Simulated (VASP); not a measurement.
# PbS (Fm-3m) in VASP: notebook

PbS is run at these levels: revPBE, BLYP; tasks: single point.

All numbers are computed with VASP 6.6.1; they aren't measurements. Logs are shortened: lines on timing, memory, paths and dates and some standing lists are left out, and cuts for length are marked.

## Step 1: The cell of the first run

It takes space group Fm-3m (No. 225, cubic). Conventional cell: a = 6.103 Å, b = 6.103 Å, c = 6.103 Å, α = 90.00°, β = 90.00°, γ = 90.00°. Within 4.0 Å of Pb (site symmetry m-3m) lie 6 S at 3.05 Å. S (site symmetry m-3m) has 6 Pb at 3.05 Å within 4.0 Å.

## Step 2: Single point, revPBE (volume scaled by 1.02)

INCAR reads:

```
  ALGO = Normal
  EDIFF = 1E-7
  ENCUT = 520
  GGA = RE
  ISIF = 2
  ISMEAR = 0
  LASPH = True
  LCHARG = False
  LREAL = False
  LWAVE = False
  NBANDS = 17
  NELM = 80
  PREC = Accurate
  SIGMA = 0.05
```

KPOINTS reads:

```
k-points
0
Gamma
  8 8 8
```

POSCAR reads:

```
PbS
1.0
    0.0000000000      3.0513583646      3.0513583646
    3.0513583646      0.0000000000      3.0513583646
    3.0513583646      3.0513583646      0.0000000000
Pb S
1 1
Direct
    0.5000000000      0.5000000000      0.5000000000
    0.0000000000      0.0000000000      0.0000000000
```

Potentials or basis: VASP PAW PBE potentials, release 64 (Pb_d, S).

Launch:

```console
$ cat potpaw_PBE.64/Pb_d/POTCAR potpaw_PBE.64/S/POTCAR > POTCAR
$ mpirun -np 1 vasp_std > vasp.out
```

OUTCAR:

```text
EDIFF = 1E-7
   ENCUT = 520
   GGA = RE
   ISIF = 2
   ISMEAR = 0
   LASPH = True
   LREAL = False
   NELM = 80
   PREC = Accurate

 ion  position               nearest neighbor table
   1  0.500  0.500  0.500-   2 3.05   2 3.05   2 3.05   2 3.05   2 3.05   2 3.05
   2  0.000  0.000  0.000-   1 3.05   1 3.05   1 3.05   1 3.05   1 3.05   1 3.05

  LATTYP: Found a face centered cubic cell.
 ALAT       =     6.1027167292

  Lattice vectors:

 A1 = (   0.0000000000,   3.0513583646,   3.0513583646)
 A2 = (   3.0513583646,   0.0000000000,   3.0513583646)
 A3 = (   3.0513583646,   3.0513583646,   0.0000000000)

Analysis of symmetry for initial positions (statically):
=====================================================================
 Subroutine PRICEL returns:
 Original cell was already a primitive cell.

 Routine SETGRP: Setting up the symmetry group for a
 face centered cubic supercell.

 Subroutine GETGRP returns: Found 48 space group operations
 (whereof 48 operations were pure point group operations)
 out of a pool of 48 trial point group operations.

The static configuration has the point symmetry O_h .

Analysis of symmetry for dynamics (positions and initial velocities):
=====================================================================
 Subroutine PRICEL returns:
 Original cell was already a primitive cell.

 Routine SETGRP: Setting up the symmetry group for a
 face centered cubic supercell.

 Subroutine GETGRP returns: Found 48 space group operations
 (whereof 48 operations were pure point group operations)
 out of a pool of 48 trial point group operations.

The dynamic configuration has the point symmetry O_h .

 Subroutine INISYM returns: Found 48 space group operations
 (whereof 48 operations are pure point group operations),
 and found     1 'primitive' translations

----------------------------------------------------------------------------------------

                                     Primitive cell

  volume of cell :      56.8211

  direct lattice vectors                    reciprocal lattice vectors
     0.000000000  3.051358365  3.051358365    -0.163861448  0.163861448  0.163861448
     3.051358365  0.000000000  3.051358365     0.163861448 -0.163861448  0.163861448
     3.051358365  3.051358365  0.000000000     0.163861448  0.163861448 -0.163861448

  length of vectors
     4.315272383  4.315272383  4.315272383     0.283816353  0.283816353  0.283816353

  position of ions in fractional coordinates (direct lattice)
     0.500000000  0.500000000  0.500000000
     0.000000000  0.000000000  0.000000000

  ion indices of the primitive-cell ions
   primitive index   ion index
                 1           1
                 2           2

----------------------------------------------------------------------------------------

 KPOINTS: k-points

Automatic generation of k-mesh.
 Grid dimensions read from file:
 generate k-points for:    8    8    8

 Generating k-lattice:

  Cartesian coordinates                     Fractional coordinates (reciprocal lattice)
    -0.020482681  0.020482681  0.020482681     0.125000000  0.000000000  0.000000000
     0.020482681 -0.020482681  0.020482681     0.000000000  0.125000000  0.000000000
     0.020482681  0.020482681 -0.020482681     0.000000000  0.000000000  0.125000000

  Length of vectors
     0.035477044  0.035477044  0.035477044

  Shift w.r.t. Gamma in fractional coordinates (k-lattice)
     0.000000000  0.000000000  0.000000000

 Subroutine IBZKPT returns following result:
 ===========================================

 Found     29 irreducible k-points:

 Following reciprocal coordinates:
            Coordinates               Weight
  0.000000  0.000000  0.000000      1.000000
  0.125000  0.000000  0.000000      8.000000
  0.250000  0.000000  0.000000      8.000000
  0.375000  0.000000  0.000000      8.000000
  0.500000  0.000000  0.000000      4.000000
  0.125000  0.125000  0.000000      6.000000
[... 16 lines left out ...]
  0.500000  0.250000  0.125000     48.000000
 -0.375000  0.250000  0.125000     24.000000
 [... further k-points ...]
   k-points           NKPTS =     29   k-points in BZ     NKDIM =     29   number of bands    NBANDS=     17
   number of dos      NEDOS =    301   number of ions     NIONS =      2
   total plane-waves  NPLWV =  32768
   dimension x,y,z NGX =    32 NGY =   32 NGZ =   32
   dimension x,y,z NGXF=    64 NGYF=   64 NGZF=   64
   ions per type =               1   1
   NGX,Y,Z   is equivalent  to a cutoff of  12.33, 12.33, 12.33 a.u.
   NGXF,Y,Z  is equivalent  to a cutoff of  24.66, 24.66, 24.66 a.u.
 SYSTEM =  unknown system
   PREC   = accura    normal or accurate (medium, high low for compatibility)
   ISTART =      0    job   : 0-new  1-cont  2-samecut
   ICHARG =      2    charge: 1-file 2-atom 10-const
   ISPIN  =      1    spin polarized calculation?
   LNONCOLLINEAR =      F non collinear calculations
   LSORBIT =      F    spin-orbit coupling
   LASPH  =      T    aspherical Exc in radial PAW
   ENCUT  =  520.0 eV  38.22 Ry    6.18 a.u.   8.02  8.02  8.02*2*pi/ulx,y,z
   NELM   =     80;   NELMIN=  2; NELMDL= -5     # of ELM steps
   EDIFF  = 0.1E-06   stopping-criterion for ELM
   LREAL  =      F    real-space projection
   EDIFFG = 0.1E-05   stopping-criterion for IOM
   NSW    =      0    number of steps for IOM
   IBRION =     -1    ionic relax: 0-MD 1-quasi-New 2-CG
   NFREE  =      0    steps in history (QN), initial steepest desc. (CG)
   ISIF   =      2    stress and relaxation
   ISYM   =      2    0-nonsym 1-usesym 2-fastsym
   POTIM  = 0.5000    time-step for ionic-motion
   TEBEG  =    0.0;   TEEND  =   0.0 temperature during run
   PSTRESS=    0.0 pullay stress
   NELECT =      20.0000    total number of electrons
   NUPDOWN=      -1.0000    fix difference up-down
   EMIN   =  10.00;   EMAX   =-10.00  energy-range for DOS
   EFERMI =   0.00;   METHOD = LEGACY
   ISMEAR =     0;   SIGMA  =   0.05  broadening in eV -4-tet -1-fermi 0-gaus
   EFERMI_NEDOS =   21; number of points for ismear=-14 and -15
   IALGO  =     38    algorithm
   IMIX   =      4    mixing-type and parameters
     AMIX     =   0.40;   BMIX     =  1.00
     AMIX_MAG =   1.60;   BMIX_MAG =  1.00
  volume/ion in A,a.u.               =      28.41       191.72
  Fermi-wavevector in a.u.,A,eV,Ry     =   1.155886  2.184308 18.178365  1.336072
  Thomas-Fermi vector in A             =   2.292511
   LORBIT       =      0    0 simple, 1 ext, 2 COOP (PROOUT), +10 PAW based schemes
   GGA     = RE    functional components
   LHFCALC =     F    Hartree Fock is set to
   AEXX    =    0.0000 exact exchange contribution
   IVDW    =     0    specifies the selected vdW correction
   LEPSILON=     F    determine dielectric tensor
   LRPA    =     F    only Hartree local field effects (RPA)
 non-spin polarized calculation
 Gauss-broadening in eV      SIGMA  =   0.05
  energy-cutoff  :      520.00
  volume of cell :       56.82
 maximum number of plane-waves:      1543
   NGX = 17   NGY = 17   NGZ = 17

 number of electron      20.0000003 magnetization

 Free energy of the ion-electron system (eV)
  ---------------------------------------------------
  ext. energy  EPLUGINS =         0.00000000
  ---------------------------------------------------
  free energy    TOTEN  =        -8.18138922 eV

  energy without entropy =       -8.18138922  energy(sigma->0) =       -8.18138922

 E-fermi :   5.0511     XC(G=0):  -9.1555

 val. band max:        4.7656269986   @ k =   0.5000   0.0000   0.0000
 cond. band min:       5.4803904871   @ k =   0.5000   0.0000   0.0000
 fundamental gap:      0.7147634885
 Fermi energy:         5.0510802376

 k-point     1 :       0.0000    0.0000    0.0000
  band No.  band energies     occupation
      1     -11.9299      2.00000
      2     -11.9299      2.00000
      3     -11.9299      2.00000
      4     -11.9084      2.00000
      5     -11.9084      2.00000
      6      -8.0214      2.00000
[... 9 lines left out ...]
     16      11.8130      0.00000
     17      13.7033      0.00000

 k-point     2 :       0.1250    0.0000    0.0000
  band No.  band energies     occupation
      1     -11.9292      2.00000
      2     -11.9272      2.00000
      3     -11.9272      2.00000
      4     -11.9094      2.00000
      5     -11.9094      2.00000
      6      -7.9066      2.00000
[... 9 lines left out ...]
     16      12.1464      0.00000
     17      14.6925      0.00000

 k-point     3 :       0.2500    0.0000    0.0000
  band No.  band energies     occupation
      1     -11.9278      2.00000
      2     -11.9267      2.00000
      3     -11.9267      2.00000
      4     -11.9058      2.00000
      5     -11.9058      2.00000
      6      -7.5916      2.00000
[... 9 lines left out ...]
     16      12.9582      0.00000
     17      16.4103      0.00000

 k-point     4 :       0.3750    0.0000    0.0000
  band No.  band energies     occupation
      1     -11.9316      2.00000
      2     -11.9316      2.00000
      3     -11.9265      2.00000
      4     -11.8966      2.00000
      5     -11.8966      2.00000
      6      -7.1941      2.00000
[... 9 lines left out ...]
     16      14.1410      0.00000
     17      16.3589      0.00000
[... 343 lines left out ...]
      1     -11.9389      2.00000
      2     -11.9320      2.00000
      3     -11.9167      2.00000
      4     -11.9095      2.00000
      5     -11.8979      2.00000
      6      -7.3319      2.00000
[... 9 lines left out ...]
     16      14.6397      0.00000
     17      14.9821      0.00000

 k-point    23 :       0.5000    0.2500    0.1250
  band No.  band energies     occupation
      1     -11.9487      2.00000
      2     -11.9262      2.00000
      3     -11.9182      2.00000
      4     -11.9046      2.00000
      5     -11.8954      2.00000
      6      -6.9901      2.00000
[... 9 lines left out ...]
     16      15.0950      0.00000
     17      16.0115      0.00000

 k-point    24 :      -0.3750    0.2500    0.1250
  band No.  band energies     occupation
      1     -11.9523      2.00000
      2     -11.9246      2.00000
      3     -11.9143      2.00000
      4     -11.9080      2.00000
      5     -11.8931      2.00000
      6      -6.8231      2.00000
[... 9 lines left out ...]
     16      15.7810      0.00000
     17      15.9532      0.00000

 [... further k-points ...]
[... 5 lines left out ...]
  --------------------------------------------------------------------------------------
  -------------------------------------------------------------------------------------
  Total       -0.3613340     -0.3613340     -0.3613340     -0.0000000      0.0000000     -0.0000000
  in kB      -10.1884876    -10.1884876    -10.1884876     -0.0000000      0.0000000     -0.0000000
  external PRESSURE =     -10.1884876 kB  Pullay stress =       0.0000000 kB

 VOLUME and BASIS-vectors are now :
 -----------------------------------------------------------------------------
  energy-cutoff  :      520.00
  volume of cell :       56.82
      direct lattice vectors                 reciprocal lattice vectors
     0.000000000  3.051358365  3.051358365    -0.163861448  0.163861448  0.163861448
     3.051358365  0.000000000  3.051358365     0.163861448 -0.163861448  0.163861448
     3.051358365  3.051358365  0.000000000     0.163861448  0.163861448 -0.163861448

 POSITION                                       TOTAL-FORCE (eV/Angst)
 -----------------------------------------------------------------------------------
      3.05136      3.05136      3.05136        -0.000000     -0.000000     -0.000000
      0.00000      0.00000      0.00000         0.000000      0.000000      0.000000
 -----------------------------------------------------------------------------------
    total drift:                                0.000000     -0.000000      0.000000

  FREE ENERGIE OF THE ION-ELECTRON SYSTEM (eV)
  ---------------------------------------------------
  free  energy   TOTEN  =        -8.1813892211 eV

  energy  without entropy=       -8.1813892211  energy(sigma->0) =       -8.18138922
```

Run time: 12 s. Hardware: 1 thread of Intel Xeon 6975P-C (Granite Rapids), shared host; peak memory 0.18 GiB.

What came out:

```
Free energy            : -8.1814 eV
Pressure               : -1.0 GPa
Band gap on the k mesh : 0.71 eV, direct
```

Levels at points of the mesh, in eV from the valence-band top:
| k point | band 6 | band 7 | band 8 | band 9 | band 10 | band 11 | band 12 | band 13 | band 14 | band 15 |
| --- | --- | --- | --- | --- | --- | --- | --- | --- | --- | --- |
| (0.00, 0.00, 0.00) | -12.79 | -6.09 | -1.70 | -1.70 | -1.70 | 5.07 | 5.07 | 5.07 | 7.05 | 7.05 |
| (0.50, 0.00, 0.00) | -11.75 | -8.29 | -1.37 | -1.37 | 0.00 | 0.71 | 2.24 | 2.24 | 8.75 | 10.32 |
| (0.50, 0.50, 0.00) | -11.45 | -7.00 | -4.39 | -2.83 | -2.83 | 4.38 | 5.41 | 5.48 | 5.48 | 11.15 |

Caveat: the PAW data sets were made with another functional, which shifts forces and pressure a little; spin-orbit coupling is left out, which moves the levels of the heavy elements. A k mesh can miss the band edges.

## Step 3: Single point, BLYP (volume scaled by 0.98)

INCAR reads:

```
SYSTEM = PbS
AGGAC = 1.0
AGGAX = 1.0
ALDAC = 0.0
ALDAX = 1.0
ALGO = Normal
EDIFF = 1E-7
ENCUT = 520
GGA = B5
ISIF = 2
ISMEAR = 0
LASPH = .True.
LCHARG = .False.
LREAL = .False.
LWAVE = .False.
NBANDS = 17
NELM = 60
PREC = Accurate
SIGMA = 0.05
```

KPOINTS reads:

```
k-points
0
Gamma
  8 8 8
  0 0 0
```

POSCAR reads:

```
PbS
1.0
    0.0000000000      3.0490473917      3.0490473917
    3.0490473917      0.0000000000      3.0490473917
    3.0490473917      3.0490473917      0.0000000000
Pb S
1 1
Direct
    0.5000000000      0.5000000000      0.5000000000
    0.0000000000      0.0000000000      0.0000000000
```

Potentials or basis: VASP PAW PBE potentials, release 64 (Pb_d, S).

Launch:

```console
$ cat potpaw_PBE.64/Pb_d/POTCAR potpaw_PBE.64/S/POTCAR > POTCAR
$ mpirun -np 1 vasp_std > vasp.out
```

OUTCAR:

```text
SYSTEM = PbS
   EDIFF = 1E-7
   ENCUT = 520
   GGA = B5
   ISIF = 2
   ISMEAR = 0
   LASPH = .True.
   LREAL = .False.
   NELM = 60
   PREC = Accurate

 ion  position               nearest neighbor table
   1  0.500  0.500  0.500-   2 3.05   2 3.05   2 3.05   2 3.05   2 3.05   2 3.05
   2  0.000  0.000  0.000-   1 3.05   1 3.05   1 3.05   1 3.05   1 3.05   1 3.05

  LATTYP: Found a face centered cubic cell.
 ALAT       =     6.0980947834

  Lattice vectors:

 A1 = (   0.0000000000,   3.0490473917,   3.0490473917)
 A2 = (   3.0490473917,   0.0000000000,   3.0490473917)
[... 648 lines left out ...]
      4     -11.5055      2.00000
      5     -11.4910      2.00000
      6      -6.4693      2.00000
[... 9 lines left out ...]
     16      16.2274      0.00000
     17      16.4465      0.00000

 [... further k-points ...]
[... 5 lines left out ...]
  --------------------------------------------------------------------------------------
  -------------------------------------------------------------------------------------
  Total        0.3340172      0.3340172      0.3340172      0.0000000      0.0000000     -0.0000000
  in kB        9.4396708      9.4396708      9.4396708      0.0000000      0.0000000     -0.0000000
  external PRESSURE =       9.4396708 kB  Pullay stress =       0.0000000 kB

 VOLUME and BASIS-vectors are now :
 -----------------------------------------------------------------------------
  energy-cutoff  :      520.00
  volume of cell :       56.69
      direct lattice vectors                 reciprocal lattice vectors
     0.000000000  3.049047392  3.049047392    -0.163985644  0.163985644  0.163985644
     3.049047392  0.000000000  3.049047392     0.163985644 -0.163985644  0.163985644
     3.049047392  3.049047392  0.000000000     0.163985644  0.163985644 -0.163985644

 POSITION                                       TOTAL-FORCE (eV/Angst)
 -----------------------------------------------------------------------------------
      3.04905      3.04905      3.04905         0.000000     -0.000000      0.000000
      0.00000      0.00000      0.00000        -0.000000      0.000000      0.000000
 -----------------------------------------------------------------------------------
    total drift:                                0.000000     -0.000000      0.000000

  FREE ENERGIE OF THE ION-ELECTRON SYSTEM (eV)
  ---------------------------------------------------
  free  energy   TOTEN  =        -7.7568656589 eV

  energy  without entropy=       -7.7568656589  energy(sigma->0) =       -7.75686566
```

Run time: 23 s. Hardware: 1 thread of Intel Xeon 6975P-C (Granite Rapids), shared host; peak memory 0.18 GiB.

Results:

```
Free energy            : -7.7569 eV
Pressure               : 0.9 GPa
Band gap on the k mesh : 0.72 eV, direct
```

Caveat: the PAW data sets were made with another functional, which shifts forces and pressure a little; spin-orbit coupling is left out, which moves the levels of the heavy elements. A k mesh can miss the band edges.
